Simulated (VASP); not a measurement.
Set up this calculation in VASP 6.6.1, as the native input.

* Task: single point
* Functional: PBE
* Potentials or basis: VASP PAW PBE potentials, release 64 (Al, Sb, P)
* Cutoff: 520 eV
* k mesh: 6 × 6 × 6
* Occupations: gaussian, width 0.1 eV
* Spin: no spin polarisation
* Dipole correction: no
* Further INCAR settings: ALGO = Normal; EDIFF = 1e-06; NBANDS = 21

The structure of Al3Sb2P lies in POSCAR:

```
Al3Sb2P
1.0
    2.5882211719      1.4943101889      5.4864899063
   -2.5882211719      1.4943101889      5.4864899063
    0.0000000000     -2.9886203821      5.4864899052
Al Sb P
3 2 1
Direct
    0.8470694704      0.8470694704      0.8470694704
    0.1529305296      0.1529305296      0.1529305296
    0.5000000000      0.5000000000      0.5000000000
    0.3295600411      0.3295600411      0.3295600411
    0.6704399589      0.6704399589      0.6704399589
    0.0000000000      0.0000000000      0.0000000000
```

These files were run (other wordings do the same):

INCAR

```
  PREC = Accurate
  ENCUT = 520
  EDIFF = 1E-6
  ISMEAR = 0
  SIGMA = 0.1
  LREAL = F
  LASPH = T
  NELM = 100
  ALGO = Normal
  ISIF = 2
  LWAVE = F
  LCHARG = F
  GGA = PE
  NBANDS = 21
```

KPOINTS

```
Automatic mesh
0
Gamma
  6 6 6
```

Potentials or basis: VASP PAW PBE potentials, release 64 (Al, Sb, P).

Command:

```sh
$ cat potpaw_PBE.64/Al/POTCAR potpaw_PBE.64/Sb/POTCAR potpaw_PBE.64/P/POTCAR > POTCAR
$ mpirun -np 1 vasp_std > vasp.out
```

Results of the run:

```json
{
 "Pressure": "-0.1 GPa",
 "Largest force": "0.007 eV/Å",
 "Band gap on the k mesh": "zero (band 12 reaches 7.51 eV, above the bottom of band 13 at 6.31 eV)"
}
```

Caveat: spin-orbit coupling is left out, which moves the levels of the heavy elements.

It took 44 s on 1 thread of Intel(R) Xeon(R) 6975P-C (Granite Rapids), on a shared host, peak memory 0.35 GiB.
